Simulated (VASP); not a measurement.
A run of VASP 6.6.1:

INCAR

```
SYSTEM = Ta5HO
PREC = Accurate ; ENCUT = 520
EDIFF = 1E-6 ; ISMEAR = 0
SIGMA = 0.1 ; LREAL = .False.
LASPH = .True. ; NELM = 100
ALGO = Normal ; ISIF = 2
LWAVE = .False. ; LCHARG = .True.
LDIPOL = .True. ; IDIPOL = 3
DIPOL = 0.5 0.5 0.500 ; GGA = PS
LELF = .True. ; LVHAR = .True.
LVACPOTAV = .True. ; NBANDS = 40
```

The input KPOINTS:

```
regular mesh
0
Gamma
  9 9 1
  0 0 0
```

The input POSCAR:

```
Ta5HO
1.0
    3.2805195245      0.0000000000      0.0000000000
    0.0000000000      3.2805195245      0.0000000000
    0.0000000000      0.0000000000     26.4410390491
Ta O H
5 1 1
Direct
    0.5000000000      0.5000000000      0.3214699689
    0.0000000000      0.0000000000      0.3835045871
    0.5011081536      0.4999504196      0.4454833214
    0.0025747568     -0.0000598785      0.5076901391
    0.5061177379      0.4995735475      0.5691995540
    0.5021878279     -0.0004071642      0.6257144874
    0.2513505442     -0.0003991599      0.6458289011
```

Potentials or basis: VASP PAW PBE potentials, release 64 (Ta_pv, O, H).

The run is started by

```console
$ cat potpaw_PBE.64/Ta_pv/POTCAR potpaw_PBE.64/O/POTCAR potpaw_PBE.64/H/POTCAR > POTCAR
$ mpirun -np 1 vasp_std > vasp.out
```

Hardware: 1 thread of Intel(R) Xeon(R) 6975P-C (Granite Rapids) (shared host).

Q: How long does it take, and how much memory?

A: It took 6.6 min on 1 thread of Intel(R) Xeon(R) 6975P-C (Granite Rapids), with other jobs on the host, peak memory 0.56 GiB. Counts: scf iterations 32, k points 41.
